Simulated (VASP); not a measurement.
**AlN: single point with PBE**

The system is AlN.

```
CELL_PARAMETERS angstrom
0.00000 1.93762 1.93762
1.93762 0.00000 1.93762
1.93762 1.93762 0.00000
ATOMIC_POSITIONS crystal
Al 0.00000 0.00000 0.00000
N 0.50000 0.50000 0.50000
```

This cell differs from its parent crystal: volume scaled by 0.94.

```
Program             : VASP 6.6.1
Task                : single point
Functional          : PBE
Potentials or basis : VASP PAW PBE potentials, release 64 (Al, N)
Cutoff              : 520 eV
k mesh              : 10 × 10 × 10
Occupations         : fermi-dirac, width 0.02 eV
Spin                : no spin polarisation
```

```
Pressure               : 49.4 GPa
Band gap on the k mesh : 5.05 eV, indirect (least direct gap 7.64 eV)
```

Levels at points of the mesh, in eV from the valence-band top:
```
           k point  band 1  band 2  band 3  band 4  band 5  band 6  band 7  band 8
(0.00, 0.00, 0.00)  -18.77    0.00    0.00    0.00    7.64   12.57   12.57   12.57
(0.50, 0.00, 0.00)  -14.98   -9.16   -1.34   -1.34    6.97   12.07   12.07   15.21
(0.50, 0.50, 0.00)  -13.81   -8.28   -3.14   -3.14    5.05    5.91   15.68   19.36
```

It took 6.4 s on 1 thread of AMD EPYC 9R45 (Zen 5), on a shared host, peak memory 0.09 GiB.

 A k mesh can miss the band edges.
